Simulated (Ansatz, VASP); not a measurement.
## Two plane-wave programs on Ta2Au

```
Ta Au
1.0
    -3.15907    3.15907    2.62961
     3.15907   -3.15907    2.62961
     3.15907    3.15907   -2.62961
Ta Au
4 2
Direct
  0.66700 0.16700 0.83400
  0.16700 0.33300 0.50000
  0.33300 0.83300 0.16600
  0.83300 0.66700 0.50000
  0.25000 0.25000 0.00000
  0.75000 0.75000 0.00000
```

Alike in both runs: task single point; functional PBE; k mesh 4 × 4 × 4; occupations gaussian, width 0.1 eV; no spin polarisation.

```csv
,VASP,Ansatz
version,VASP 6.6.1,Ansatz 0.2.0
potentials or method,"VASP PAW PBE potentials, release 64 (Ta_pv, Au), cutoff 520 eV","scalar-relativistic, plane waves, PAW"
valence electrons in the cell,66,90
```

|  | VASP | Ansatz | Ansatz less VASP |
| --- | --- | --- | --- |
| gap on the k mesh at the Fermi level (eV) | none | none | - |
| pressure (GPa) | 16.5 | 16.7 | +0.27 |
| traceless stress, the component that is largest in VASP (GPa) | -6.07 | -6.11 | -0.036 |
| rms of the force components (eV/Å) | 1.043 | 1.050 | +0.0063 |

Atom by atom the forces differ by 0.006 eV/Å (rms over components). A gap of «none» marks a metal or a gap that the smearing closes. The functional is the same, so the differences come from potentials, cutoffs and numerics. VASP's potentials hold 66 valence electrons a cell and Ansatz's 90, so a difference there can come from the potentials and not from the codes.

The k mesh is coarse, so the values compare programs but aren't converged. Spin-orbit coupling is off throughout.
